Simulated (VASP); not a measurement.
Write the native input for VASP 6.6.1 that does the following.

```yaml
Task: single point
Functional: PBE
Potentials_or_basis: VASP PAW PBE potentials, release 64 (Fe, Co)
Cutoff: 600 eV
k_mesh: 16 × 16 × 16
Occupations: gaussian, width 0.05 eV
Spin: no spin polarisation
Dipole_correction: no
Further_INCAR_settings: ALGO = Normal; EDIFF = 1e-06; NBANDS = 16
```

The structure of FeCo (Wairauite) lies in POSCAR:

```
FeCo
1.0
    2.7605023503      0.0000000000      0.0000000000
    0.0000000000      2.7605023503      0.0000000000
    0.0000000000      0.0000000000      2.7605023503
Fe Co
1 1
Direct
    0.5000000000      0.5000000000      0.5000000000
    0.0000000000      0.0000000000      0.0000000000
```

One way to write it, as run:

INCAR

```
SYSTEM = FeCo
ALGO = Normal
EDIFF = 1E-6
ENCUT = 600
GGA = PE
GGA_COMPAT = .False.
ISIF = 2
ISMEAR = 0
LASPH = .True.
LCHARG = .False.
LREAL = .False.
LWAVE = .False.
NBANDS = 16
NELM = 120
PREC = Accurate
SIGMA = 0.05
```

KPOINTS

```
k-points
0
Gamma
  16 16 16
  0 0 0
```

Potentials or basis: VASP PAW PBE potentials, release 64 (Fe, Co).

Launch:

```console
$ cat potpaw_PBE.64/Fe/POTCAR potpaw_PBE.64/Co/POTCAR > POTCAR
$ mpirun -np 1 vasp_std > vasp.out
```

Results of the run:

* Pressure: -0.8 GPa

Caveat: the run has no spin polarisation, though such a crystal can be magnetic.

Run time: 96 s on 1 thread of Intel Xeon 8259CL (shared host), peak memory 0.2 GiB.
